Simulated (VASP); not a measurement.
# C18Se in VASP: notebook, part 2 of 2

VASP 6.6.1. The steps go on from the part before.

### Step 3. Single point, PBE

The input, INCAR:

```
PREC = Accurate
ENCUT = 520
EDIFF = 1E-7
ISMEAR = -1
SIGMA = 0.02
LREAL = Auto
LASPH = True
NELM = 100
ALGO = Normal
ISIF = 2
LWAVE = False
LCHARG = False
GGA = PE
NBANDS = 54
```

The input, KPOINTS:

```
Automatic mesh
0
Gamma
  2 2 1
```

The input, POSCAR:

```
C18Se
1.0
    7.3980000000      0.0000000000      0.0000000000
   -3.6990000000      6.4068560000      0.0000000000
    0.0000000000      0.0000000000     12.0000000000
C Se
18 1
Direct
   -0.0023292312     -0.0010112604      0.0795945000
    0.2197119950      0.1106213406      0.0798010833
   -0.0029415545      0.3311393295      0.0784000833
    0.2175232929      0.4399992758      0.0884700833
   -0.0034198012      0.6649251989      0.0797396667
    0.2184112254      0.7786310477      0.0874847500
    0.3311628991     -0.0007685517      0.0808897500
    0.5526017315      0.1096381751      0.0780417500
    0.3306284188      0.3307350751      0.0815416667
    0.5532203231      0.4434611922      0.0788168333
    0.3319467914      0.6664477866      0.1001745833
    0.5572702340      0.7794542284      0.0846175000
    0.6647403778     -0.0015430345      0.0779903333
    0.8874100874      0.1103216617      0.0769340833
    0.6640650973      0.3321012678      0.0760109167
    0.8864693908      0.4437519744      0.0765223333
    0.6653855801      0.6657892732      0.0796198333
    0.8865831430      0.7771132986      0.0785284167
    0.3063735773      0.6470466950      0.2768213333
```

Potentials or basis: VASP PAW PBE potentials, release 64 (C, Se).

Run with:

```bash
cat potpaw_PBE.64/C/POTCAR potpaw_PBE.64/Se/POTCAR > POTCAR
mpirun -np 1 vasp_std > vasp.out
```

OUTCAR:

```text
PREC = Accurate
   ENCUT = 520
   EDIFF = 1E-7
   ISMEAR = -1
   LREAL = Auto
   LASPH = True
   NELM = 100
   ISIF = 2
   GGA = PE

 ion  position               nearest neighbor table
   1  0.998  0.999  0.080-  14 1.42  18 1.42   2 1.42
   2  0.220  0.111  0.080-   9 1.41   1 1.42   7 1.43
   3  0.997  0.331  0.078-  14 1.41   4 1.42  16 1.43
   4  0.218  0.440  0.088-   3 1.42   9 1.43  11 1.46
   5  0.997  0.665  0.080-  16 1.42  18 1.42   6 1.42
   6  0.218  0.779  0.087-   7 1.42   5 1.42  11 1.45
   7  0.331  0.999  0.081-   6 1.42   8 1.42   2 1.43
   8  0.553  0.110  0.078-   7 1.42  15 1.43  13 1.43
   9  0.331  0.331  0.082-   2 1.41  10 1.43   4 1.43
  10  0.553  0.443  0.079-  15 1.42  17 1.42   9 1.43
  11  0.332  0.666  0.100-   6 1.45  12 1.46   4 1.46  19 2.13
  12  0.557  0.779  0.085-  13 1.41  17 1.42  11 1.46
  13  0.665  0.998  0.078-  12 1.41  14 1.43   8 1.43
  14  0.887  0.110  0.077-   3 1.41   1 1.42  13 1.43
  15  0.664  0.332  0.076-  10 1.42  16 1.42   8 1.43
  16  0.886  0.444  0.077-   5 1.42  15 1.42   3 1.43
  17  0.665  0.666  0.080-  18 1.42  12 1.42  10 1.42
  18  0.887  0.777  0.079-  17 1.42   1 1.42   5 1.42
  19  0.306  0.647  0.277-  11 2.13

  LATTYP: Found a hexagonal cell.
 ALAT       =     7.3980000000
 C/A-ratio  =     1.6220600162

  Lattice vectors:

 A1 = (   7.3980000000,   0.0000000000,   0.0000000000)
 A2 = (  -3.6990000000,   6.4068560000,   0.0000000000)
 A3 = (   0.0000000000,   0.0000000000,  12.0000000000)

Analysis of symmetry for initial positions (statically):
=====================================================================
 Subroutine PRICEL returns:
 Original cell was already a primitive cell.

 Routine SETGRP: Setting up the symmetry group for a
 hexagonal supercell.

 Subroutine GETGRP returns: Found  1 space group operations
 (whereof  1 operations were pure point group operations)
 out of a pool of 24 trial point group operations.

The static configuration has the point symmetry C_1 .

Analysis of symmetry for dynamics (positions and initial velocities):
=====================================================================
 Subroutine PRICEL returns:
 Original cell was already a primitive cell.

 Routine SETGRP: Setting up the symmetry group for a
 hexagonal supercell.

 Subroutine GETGRP returns: Found  1 space group operations
 (whereof  1 operations were pure point group operations)
 out of a pool of 24 trial point group operations.

The dynamic configuration has the point symmetry C_1 .

 Subroutine INISYM returns: Found  1 space group operations
 (whereof  1 operations are pure point group operations),
 and found     1 'primitive' translations

----------------------------------------------------------------------------------------

                                     Primitive cell

  volume of cell :     568.7750

  direct lattice vectors                    reciprocal lattice vectors
[... 69 lines left out ...]
     0.000000000  0.000000000  0.000000000

 Subroutine IBZKPT returns following result:
 ===========================================

 Found      4 irreducible k-points:

 Following reciprocal coordinates:
            Coordinates               Weight
  0.000000  0.000000  0.000000      1.000000
  0.500000  0.000000  0.000000      1.000000
  0.000000  0.500000  0.000000      1.000000
  0.500000  0.500000  0.000000      1.000000
   k-points           NKPTS =      4   k-points in BZ     NKDIM =      4   number of bands    NBANDS=     54
   number of dos      NEDOS =    301   number of ions     NIONS =     19
   total plane-waves  NPLWV = 282240
   dimension x,y,z NGX =    56 NGY =   56 NGZ =   90
   dimension x,y,z NGXF=   112 NGYF=  112 NGZF=  180
   ions per type =              18   1
   NGX,Y,Z   is equivalent  to a cutoff of  12.58, 12.58, 12.47 a.u.
   NGXF,Y,Z  is equivalent  to a cutoff of  25.17, 25.17, 24.94 a.u.
 SYSTEM =  unknown system
   PREC   = accura    normal or accurate (medium, high low for compatibility)
   ISTART =      0    job   : 0-new  1-cont  2-samecut
   ICHARG =      2    charge: 1-file 2-atom 10-const
   ISPIN  =      1    spin polarized calculation?
   LNONCOLLINEAR =      F non collinear calculations
   LSORBIT =      F    spin-orbit coupling
   LASPH  =      T    aspherical Exc in radial PAW
   ENCUT  =  520.0 eV  38.22 Ry    6.18 a.u.  13.76 13.76 22.31*2*pi/ulx,y,z
   NELM   =    100;   NELMIN=  2; NELMDL= -5     # of ELM steps
   EDIFF  = 0.1E-06   stopping-criterion for ELM
   LREAL  =      T    real-space projection
   EDIFFG = 0.1E-05   stopping-criterion for IOM
   NSW    =      0    number of steps for IOM
   IBRION =     -1    ionic relax: 0-MD 1-quasi-New 2-CG
   NFREE  =      0    steps in history (QN), initial steepest desc. (CG)
   ISIF   =      2    stress and relaxation
   ISYM   =      2    0-nonsym 1-usesym 2-fastsym
   POTIM  = 0.5000    time-step for ionic-motion
   TEBEG  =    0.0;   TEEND  =   0.0 temperature during run
   PSTRESS=    0.0 pullay stress
   NELECT =      78.0000    total number of electrons
   NUPDOWN=      -1.0000    fix difference up-down
   EMIN   =  10.00;   EMAX   =-10.00  energy-range for DOS
   EFERMI =   0.00;   METHOD = LEGACY
   ISMEAR =    -1;   SIGMA  =   0.02  broadening in eV -4-tet -1-fermi 0-gaus
   EFERMI_NEDOS =   21; number of points for ismear=-14 and -15
   IALGO  =     38    algorithm
   IMIX   =      4    mixing-type and parameters
     AMIX     =   0.40;   BMIX     =  1.00
     AMIX_MAG =   1.60;   BMIX_MAG =  1.00
  volume/ion in A,a.u.               =      29.94       202.01
  Fermi-wavevector in a.u.,A,eV,Ry     =   0.844228  1.595359  9.697146  0.712720
  Thomas-Fermi vector in A             =   1.959222
   LORBIT       =      0    0 simple, 1 ext, 2 COOP (PROOUT), +10 PAW based schemes
   GGA     = PE    functional components
   LHFCALC =     F    Hartree Fock is set to
   AEXX    =    0.0000 exact exchange contribution
   IVDW    =     0    specifies the selected vdW correction
   LEPSILON=     F    determine dielectric tensor
   LRPA    =     F    only Hartree local field effects (RPA)
 non-spin polarized calculation
  energy-cutoff  :      520.00
  volume of cell :      568.78
 maximum number of plane-waves:     15363
 NGX is ok and might be reduce to    56
   NGX = 27   NGY = 27   NGZ = 45

 number of electron      77.9999999 magnetization

 Free energy of the ion-electron system (eV)
  ---------------------------------------------------
  ext. energy  EPLUGINS =         0.00000000
  ---------------------------------------------------
  free energy    TOTEN  =      -166.72447943 eV

  energy without entropy =     -166.72145176  energy(sigma->0) =     -166.72296559

 E-fermi :  -1.6666     XC(G=0):  -4.1871

 val. band max:       -1.7338354506   @ k =   0.0000   0.0000   0.0000
 cond. band min:      -1.5978369911   @ k =   0.0000   0.0000   0.0000
 fundamental gap:      0.1359984595
 Fermi energy:        -1.6665576942

 k-point     1 :       0.0000    0.0000    0.0000
  band No.  band energies     occupation
      1     -21.4208      2.00000
      2     -19.1251      2.00000
      3     -18.8419      2.00000
      4     -18.8140      2.00000
      5     -18.7409      2.00000
      6     -18.7304      2.00000
[... 205 lines left out ...]
     50       4.0794      0.00000
     51       4.4021      0.00000
 [bands above 51 left out]

------------------------ aborting loop because EDIFF is reached ----------------------------------------

  FORCE on cell =-STRESS in cart. coord.  units (eV):
  Direction    XX          YY          ZZ          XY          YZ          ZX
  --------------------------------------------------------------------------------------
  -------------------------------------------------------------------------------------
  Total        3.9514415      1.0497251     -0.0768458     -0.4902197      0.1078855      0.1497513
  in kB       11.1307801      2.9569611     -0.2164663     -1.3808954      0.3039017      0.4218330
  external PRESSURE =       4.6237583 kB  Pullay stress =       0.0000000 kB

 VOLUME and BASIS-vectors are now :
 -----------------------------------------------------------------------------
  energy-cutoff  :      520.00
  volume of cell :      568.78
      direct lattice vectors                 reciprocal lattice vectors
     7.398000000  0.000000000  0.000000000     0.135171668  0.078041398  0.000000000
    -3.699000000  6.406856000  0.000000000     0.000000000  0.156082796  0.000000000
     0.000000000  0.000000000 12.000000000     0.000000000  0.000000000  0.083333333

 POSITION                                       TOTAL-FORCE (eV/Angst)
 -----------------------------------------------------------------------------------
      3.68551      6.40038      0.95513        -0.004031     -0.000643      0.007575
      1.21624      0.70873      0.95761        -0.000441     -0.007810     -0.009968
      6.15135      2.12156      0.94080        -0.004907     -0.000293      0.012911
     -0.01832      2.81901      1.06164        -0.000385      0.006345      0.004877
      4.91314      4.26008      0.95688        -0.002328     -0.004953     -0.000659
     -1.26435      4.98858      1.04982        -0.002947     -0.001874     -0.014621
[... 11 lines left out ...]
      3.68440      4.97885      0.94234         0.001300     -0.001530     -0.001321
     -0.12687      4.14554      3.32186         0.062947      0.042351      0.013952
 -----------------------------------------------------------------------------------
    total drift:                               -0.002851     -0.008337      0.023734

  FREE ENERGIE OF THE ION-ELECTRON SYSTEM (eV)
  ---------------------------------------------------
  free  energy   TOTEN  =      -166.7244794311 eV

  energy  without entropy=     -166.7214517573  energy(sigma->0) =     -166.72296559
```

Wall time 2.4 min (1 thread of Intel Xeon Platinum 8559C (Emerald Rapids), shared host); peak memory 0.56 GiB.

Results:

```
Free energy            : -166.7245 eV
Largest force          : 0.077 eV/Å
Band gap on the k mesh : 0.14 eV, direct
```

Forces on the atoms (eV/Å):
```
C   -0.004 -0.001  0.008
C    0.000 -0.008 -0.010
C   -0.005  0.000  0.013
C    0.000  0.006  0.005
C   -0.002 -0.005 -0.001
C   -0.003 -0.002 -0.015
C   -0.009  0.001 -0.020
C   -0.009 -0.002 -0.008
C   -0.007 -0.002 -0.004
C   -0.003 -0.007  0.000
C   -0.002 -0.005 -0.009
C   -0.013 -0.010  0.002
C    0.001  0.005  0.002
C   -0.003 -0.002  0.013
C    0.002 -0.001  0.001
C    0.002 -0.001  0.010
C   -0.006 -0.007  0.001
C    0.001 -0.002 -0.001
Se   0.063  0.042  0.014
```

Levels at points of the mesh, in eV from the valence-band top:
| k point | band 35 | band 36 | band 37 | band 38 | band 39 | band 40 | band 41 | band 42 | band 43 | band 44 |
| --- | --- | --- | --- | --- | --- | --- | --- | --- | --- | --- |
| (0.00, 0.00, 0.00) | -3.11 | -1.28 | -0.94 | -0.80 | 0.00 | 0.14 | 0.25 | 1.57 | 3.49 | 4.31 |
| (0.50, 0.00, 0.00) | -2.88 | -2.67 | -2.45 | -0.66 | -0.55 | 0.28 | 1.88 | 2.42 | 2.50 | 2.53 |
| (0.00, 0.50, 0.00) | -2.80 | -2.67 | -2.45 | -0.62 | -0.55 | 0.19 | 1.90 | 2.43 | 2.50 | 2.55 |
| (0.50, 0.50, 0.00) | -2.83 | -2.67 | -2.48 | -0.62 | -0.57 | 0.23 | 1.93 | 2.40 | 2.51 | 2.55 |

Caveat: the k points lie up to 0.49 Å⁻¹ apart.

### Step 4. Single point, PBE

The input, INCAR:

```
SYSTEM = C18Se
PREC = Accurate ; ENCUT = 520
EDIFF = 1E-7 ; ISMEAR = -1
SIGMA = 0.02 ; LREAL = Auto
LASPH = .True. ; NELM = 80
ALGO = Normal ; ISIF = 2
LWAVE = .False. ; LCHARG = .False.
GGA = PE ; NBANDS = 54
```

The input, KPOINTS:

```
Automatic mesh
0
Gamma
  2 2 1
  0 0 0
```

The input, POSCAR:

```
C18Se
1.0
    7.3980000000      0.0000000000      0.0000000000
   -3.6990000000      6.4068560000      0.0000000000
    0.0000000000      0.0000000000     12.0000000000
C Se
18 1
Direct
    0.0020974038     -0.0002328755      0.0779326667
    0.2218430365      0.1094770977      0.0832564167
   -0.0034122795      0.3298742784      0.0833923333
    0.2217644979      0.4451467303      0.1002115833
    0.0009969388      0.6661914986      0.0786762500
    0.2238397013      0.7791998134      0.0801557500
    0.3342864028     -0.0007167322      0.0803144167
    0.5565384783      0.1106411632      0.0796365000
    0.3354548232      0.3320310305      0.0933467500
    0.5580349627      0.4455733046      0.0819838333
    0.3374162068      0.6706091100      0.0844653333
    0.5560993801      0.7781557756      0.0771061667
    0.6669169606      0.0000215394      0.0760395833
    0.8892805133      0.1114696506      0.0772610000
    0.6678225485      0.3328632640      0.0791410833
    0.8881365269      0.4433765953      0.0789577500
    0.6676823445      0.6653119720      0.0767926667
    0.8902416381      0.7771164203      0.0758586667
    0.2497734588      0.4372998238      0.2754704167
```

Run with:

```bash
cat potpaw_PBE.64/C/POTCAR potpaw_PBE.64/Se/POTCAR > POTCAR
mpirun -np 1 vasp_std > vasp.out
```

It took 4.2 min on 1 thread of Intel Xeon Platinum 8259CL at 2.50GHz (Skylake/Cascade Lake), shared host; peak memory 0.58 GiB.

Results (log left out):

```
Free energy            : -166.7561 eV
Largest force          : 0.263 eV/Å
Band gap on the k mesh : 0.22 eV, direct
```

Forces on the atoms (eV/Å):
```
C   -0.006  0.009 -0.007
C   -0.011  0.005  0.019
C    0.005  0.014  0.003
C   -0.025  0.032  0.000
C   -0.006  0.007  0.002
C    0.004  0.008 -0.025
C   -0.003  0.008 -0.001
C   -0.005  0.011  0.005
C   -0.016  0.016  0.076
C   -0.005  0.024  0.034
C    0.000  0.016 -0.075
C   -0.016  0.011 -0.036
C   -0.005  0.008 -0.025
C   -0.006  0.013 -0.006
C   -0.014  0.013  0.012
C   -0.008  0.014  0.009
C   -0.007  0.006 -0.002
C   -0.008  0.013 -0.002
Se   0.132 -0.227  0.018
```

Levels at points of the mesh, in eV from the valence-band top:
| k point | band 37 | band 38 | band 39 | band 40 | band 41 | band 42 |
| --- | --- | --- | --- | --- | --- | --- |
| (0.00, 0.00, 0.00) | -0.95 | -0.73 | 0.00 | 0.22 | 0.38 | 1.68 |
| (0.50, 0.00, 0.00) | -2.38 | -0.65 | -0.54 | 0.44 | 1.91 | 2.49 |
| (0.00, 0.50, 0.00) | -2.38 | -0.60 | -0.59 | 0.42 | 1.93 | 2.50 |
| (0.50, 0.50, 0.00) | -2.43 | -0.60 | -0.47 | 0.26 | 2.06 | 2.42 |

Caveat: the k points lie up to 0.49 Å⁻¹ apart.
